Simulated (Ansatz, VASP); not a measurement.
Two plane-wave programs on Al2Cu

```xyz
6
Lattice="-3.0335 3.0335 2.4385 3.0335 -3.0335 2.4385 3.0335 3.0335 -2.4385" Properties=species:S:1:pos:R:3 pbc="T T T"
Cu    0.0000    0.0000    1.2192
Cu    0.0000    0.0000    3.6578
Al    0.9592    2.0743    0.0000
Al   -0.9592    2.0743    2.4385
Al    2.0743    0.9592    2.4385
Al    3.9927    0.9592    0.0000
```

Alike in both runs: task single point; functional r2SCAN; k mesh 7 × 7 × 7; occupations fermi-dirac, width 0.05 eV; no spin polarisation.

```csv
,VASP,Ansatz
version,VASP 6.6.1,Ansatz 0.2.0
potentials or method,"VASP PAW PBE potentials, release 64 (Cu, Al)",Ansatz PAW
plane-wave cutoff (eV),520,500
valence electrons in the cell,34,50
```

|  | VASP | Ansatz | Ansatz less VASP |
| --- | --- | --- | --- |
| gap on the k mesh at the Fermi level (eV) | none | none | - |
| pressure (GPa) | -4.0 | -3.9 | +0.09 |
| rms of the force components (eV/Å) | 0.039 | 0.041 | +0.0018 |

VASP's potentials were made for PBE, not for r2SCAN. Atom by atom the forces differ by 0.002 eV/Å (rms over components). A gap of «none» marks a metal or a gap that the smearing closes. VASP's potentials hold 34 valence electrons a cell and Ansatz's 50, so a difference there can come from the potentials and not from the codes.
